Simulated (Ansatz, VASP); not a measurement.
Zn2SiN2 in VASP and in Ansatz

```
Zn Si N
1.0
     1.43598    0.82906    7.75218
    -1.43598    0.82906    7.75218
     0.00000   -1.65812    7.75218
Zn Si N
2 1 2
Direct
  0.71143 0.71143 0.71143
  0.28857 0.28857 0.28857
  0.50000 0.50000 0.50000
  0.20777 0.20777 0.20777
  0.79223 0.79223 0.79223
```

Alike in both runs: functional PBE; k mesh 6 × 6 × 6; occupations gaussian, width 0.1 eV; collinear spin.

Ansatz relaxed the structure, and its values are those at the end. VASP's run is a single point on that final structure, the one shown.

|  | VASP | Ansatz |
| --- | --- | --- |
| version | VASP 6.6.1 | Ansatz 0.2.0 |
| potentials or method | VASP PAW PBE potentials, release 64 (Zn, Si, N), cutoff 520 eV | scalar-relativistic, plane waves, PAW |
| valence electrons in the cell | 38 | 38 |

Ansatz gave:

- gap on the k mesh at the Fermi level (eV): none
- pressure (GPa): 0.0
- rms of the force components (eV/Å): 0.001
- net moment per atom (μB): 0.00

Which values does VASP return?

gap on the k mesh at the Fermi level (eV): none; pressure (GPa): 0.5; rms of the force components (eV/Å): 0.039; net moment per atom (μB): 0.00.

A gap of «none» marks a metal or a gap that the smearing closes. The functional is the same, so the differences come from potentials, cutoffs and numerics. Ansatz's warnings: seeded moment not kept.

The k mesh is coarse, so the values compare programs but aren't converged.
